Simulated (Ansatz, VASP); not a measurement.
This is a calculation of FeO for Ansatz 0.2.0.

The input input.yaml:

```yaml
crystal:
  lattice:
    - [2.6637075329, 0.0, 0.0]
    - [0.0, 2.6637075329, 0.0]
    - [0.0, 0.0, 2.6637075329]
  atoms:
    - { symbol: Fe, position: [0.0, 0.0, 0.0], spin: 3.0 }
    - { symbol: O, position: [0.5, 0.5, 0.5] }
hamiltonian:
  xc: pbe
  pseudopotentials: { kind: paw }
magnetization:
  spin_polarized: true
kpoints:
  mp_grid: { grid: [10, 10, 10] }
scf:
  occupations: { method: fermi_dirac, width: 0.05 }
output:
  forces: true
  stress: true
  eigenvalues: true
```

Potentials or basis: Ansatz PAW.

Command:

```console
$ ansatz run input.yaml --threads 2 --pin off --max-ram 5632MiB --backend cpu --events-out ev --progress --plain --runs-dir out
```

Translate it to VASP 6.6.1. Potentials there: VASP PAW PBE potentials, release 64 (Fe_sv, O_h).

As run (the cutoff follows the program's own potentials):

File INCAR:

```
SYSTEM = FeO
PREC = Accurate
ENCUT = 1340
EDIFF = 1E-6
ISMEAR = -1
SIGMA = 0.05
LREAL = .FALSE.
LASPH = .TRUE.
NELM = 200
ALGO = Normal
ISIF = 2
LWAVE = .FALSE.
LCHARG = .FALSE.
ISPIN = 2
MAGMOM = 3 0
LORBIT = 11
LMAXMIX = 4
GGA = PE
NBANDS = 22
GGA_COMPAT = .FALSE.
```

The input KPOINTS:

```
regular mesh
0
G
  10 10 10
  0 0 0
```

Contents of POSCAR:

```
FeO
1.0
    2.6637075329      0.0000000000      0.0000000000
    0.0000000000      2.6637075329      0.0000000000
    0.0000000000      0.0000000000      2.6637075329
Fe O
1 1
Direct
    0.0000000000      0.0000000000      0.0000000000
    0.5000000000      0.5000000000      0.5000000000
```

Potentials or basis: VASP PAW PBE potentials, release 64 (Fe_sv, O_h).

Run with:

```sh
$ cat potpaw_PBE.64/Fe_sv/POTCAR potpaw_PBE.64/O_h/POTCAR > POTCAR
$ mpirun -np 1 vasp_std > vasp.out
```

Both were run:

|  | VASP | Ansatz | Ansatz less VASP |
| --- | --- | --- | --- |
| gap on the k mesh at the Fermi level (eV) | none | none | - |
| pressure (GPa) | -3.6 | -2.9 | +0.71 |
| net moment per atom (μB) | 2.00 | 2.00 | 0.000 |
| size of the moment on the site where the two differ most (μB) | 0.28 | 0.39 | +0.115 |

Site moments also hang on the region over which each program counts them. A gap of «none» marks a metal or a gap that the smearing closes. With one functional, cell and mesh, what is left measures potentials, basis and numerics.
